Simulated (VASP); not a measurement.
# Ta5Ti3: relaxation of cell and atoms with PBE

The system is Ta5Ti3.

```
Ti Ta
1.0
     3.30928    0.00000    0.00000
     0.00000    3.30928    0.00000
     0.00000    0.00000   13.06113
Ti Ta
3 5
Cartesian
  1.6546 1.6546 8.1519
  1.6546 1.6546 4.9092
  0.0000 0.0000 6.5306
  0.0000 0.0000 9.7455
  0.0000 0.0000 3.3156
  0.0000 0.0000 0.0000
  1.6546 1.6546 11.3898
  1.6546 1.6546 1.6714
```

```
Program                : VASP 6.6.1
Task                   : relaxation of cell and atoms
Functional             : PBE
Potentials or basis    : VASP PAW PBE potentials, release 64 (Ti_sv, Ta_pv)
Cutoff                 : 600 eV
k mesh                 : 10 × 10 × 4
Occupations            : gaussian, width 0.1 eV
Spin                   : no spin polarisation
Dipole correction      : no
Further INCAR settings : ALGO = Fast; EDIFF = 1e-06; IBRION = 2; EDIFFG = -0.01; NSW = 100; ISIF = 3
```

The relaxed volume is 17.91 Å³/atom and the relaxed cell is a = 3.308 Å, b = 3.308 Å, c = 13.096 Å, α = 90.00°, β = 90.00°, γ = 90.00°. The space group after relaxing (to 0.1 Å) is P4/mmm (No. 123). The energy gained by relaxing is 0.1 meV/atom, the ionic steps are 4 and the pressure after relaxing is 0.0 GPa. The largest force after relaxing is 0.003 eV/Å and the band gap on the k mesh is zero (an odd number of electrons rules out a gap without spin polarisation).

Forces in eV/Å, atoms in the order of the input:
```
Ti   0.000  0.000 -0.003
Ti   0.000  0.000  0.003
Ti   0.000  0.000  0.000
Ta   0.000  0.000  0.003
Ta   0.000  0.000 -0.003
Ta   0.000  0.000  0.000
Ta   0.000  0.000  0.001
Ta   0.000  0.000 -0.001
```

Stress tensor (GPa, compression positive):
```
-0.07  0.00  0.00
 0.00 -0.07  0.00
 0.00  0.00  0.06
```

Step by step:
| step | energy change (eV) | largest force (eV/Å) | pressure (GPa) | volume (Å³) |
| --- | --- | --- | --- | --- |
| 1 | 0.0000 | 0.0387 | 0.27 | 143.04 |
| 2 | -0.0002 | 0.0210 | -0.43 | 143.66 |
| 3 | -0.0005 | 0.0253 | -0.13 | 143.37 |
| 4 | -0.0008 | 0.0031 | -0.03 | 143.28 |

Final structure:
```yaml
crystal:
  lattice:
    - [3.30772, 0.00000, 0.00000]
    - [0.00000, 3.30772, 0.00000]
    - [0.00000, 0.00000, 13.09597]
  atoms:
    - { symbol: Ti, position: [0.50000, 0.50000, 0.62393] }
    - { symbol: Ti, position: [0.50000, 0.50000, 0.37607] }
    - { symbol: Ti, position: [0.00000, 0.00000, 0.50000] }
    - { symbol: Ta, position: [0.00000, 0.00000, 0.74627] }
    - { symbol: Ta, position: [0.00000, 0.00000, 0.25373] }
    - { symbol: Ta, position: [0.00000, 0.00000, 0.00000] }
    - { symbol: Ta, position: [0.50000, 0.50000, 0.87184] }
    - { symbol: Ta, position: [0.50000, 0.50000, 0.12816] }
```

Levels at points of the mesh, in eV from the Fermi level:
| k point | band 42 | band 43 | band 44 | band 45 | band 46 | band 47 | band 48 | band 49 |
| --- | --- | --- | --- | --- | --- | --- | --- | --- |
| (0.00, 0.00, 0.00) | 0.62 | 0.72 | 0.72 | 0.77 | 0.97 | 0.97 | 1.18 | 1.18 |
| (0.50, 0.00, 0.00) | -0.43 | -0.24 | -0.07 | -0.07 | -0.06 | -0.04 | 1.20 | 1.26 |
| (0.50, 0.50, 0.00) | -0.71 | -0.71 | -0.41 | -0.41 | 0.10 | 0.10 | 0.25 | 0.25 |
| (0.00, 0.00, 0.50) | 0.74 | 0.74 | 0.74 | 0.84 | 0.90 | 0.91 | 0.91 | 0.91 |
| (0.50, 0.00, 0.50) | -0.55 | -0.35 | 0.53 | 0.58 | 0.58 | 0.61 | 0.61 | 0.68 |
| (0.50, 0.50, 0.50) | -0.59 | -0.59 | -0.41 | -0.41 | -0.34 | -0.34 | 0.80 | 0.80 |

Wall time 57 min on 1 thread of Oxide Virtual Turin-like Processor, with other jobs on the host, peak memory 0.57 GiB.

Caveat: spin-orbit coupling is left out, which moves the levels of the heavy elements.
